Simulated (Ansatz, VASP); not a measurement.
TiPbO3: VASP beside Ansatz

INCAR

```
ALGO = Normal ; EDIFF = 1E-6
ENCUT = 600 ; GGA = LIBXC
GGA_COMPAT = False ; ISIF = 2
ISMEAR = 0 ; LASPH = True
LCHARG = False ; LIBXC1 = GGA_X_PBE
LIBXC2 = LDA_C_PW ; LREAL = False
LWAVE = False ; NBANDS = 30
NELM = 120 ; PREC = Accurate
SIGMA = 0.01
```

KPOINTS

```
k-points
0
Gamma
  7 7 7
```

POSCAR

```
TiPbO3
1.0
    3.9639000000      0.0000000000      0.0000000000
    0.0000000000      3.9639000000      0.0000000000
    0.0000000000      0.0000000000      3.9639000000
Ti Pb O
1 1 3
Direct
    0.5000000000      0.5000000000      0.5000000000
    0.0000000000      0.0000000000      0.0000000000
    0.0000000000      0.5000000000      0.5000000000
    0.5000000000      0.0000000000      0.5000000000
    0.5000000000      0.5000000000      0.0000000000
```

Input for Ansatz:

```yaml
crystal:
  lattice:
    bravais: cubic
    a: 3.9639
  space_group: 221
  atoms:
    - { symbol: Ti, position: [0.5, 0.5, 0.5] }
    - { symbol: Pb, position: [0.0, 0.0, 0.0] }
    - { symbol: O, position: [0.0, 0.5, 0.5] }
basis:
  ecutwfc: 639.467576780718
  xc_grid: 3
kpoints:
  mp_grid:
    grid: [7, 7, 7]
hamiltonian:
  xc:
    exchange: pbe
    correlation: lda
  pseudopotentials:
    kind: paw
scf:
  n_extra_bands: 12
  convergence:
    dr2_threshold: 1.0e-05
  mixing:
    algorithm: broyden
  occupations:
    method: fixed
output:
  stress: true
```

Alike in both runs: task single point; functional pbe exchange, lda correlation; k mesh 7 × 7 × 7; no spin polarisation.

|  | VASP | Ansatz |
| --- | --- | --- |
| version | VASP 6.6.1 | Ansatz 0.2.0 |
| potentials or method | VASP PAW PBE potentials, release 64 (Ti_sv, Pb_d, O), cutoff 600 eV | plane waves, PAW |
| occupations | gaussian, width 0.01 eV | fixed |
| valence electrons in the cell | 44 | 44 |

Ansatz gave:

| Property | Result |
| --- | --- |
| pressure (GPa) | 10.1 |

Problem. Which values does VASP return?

Solution. Pressure (GPa): 10.3.

VASP's potentials were made for PBE, not for pbe exchange, lda correlation. Ansatz's warnings: stress scf threshold loose.

Neither program's run includes spin-orbit coupling.
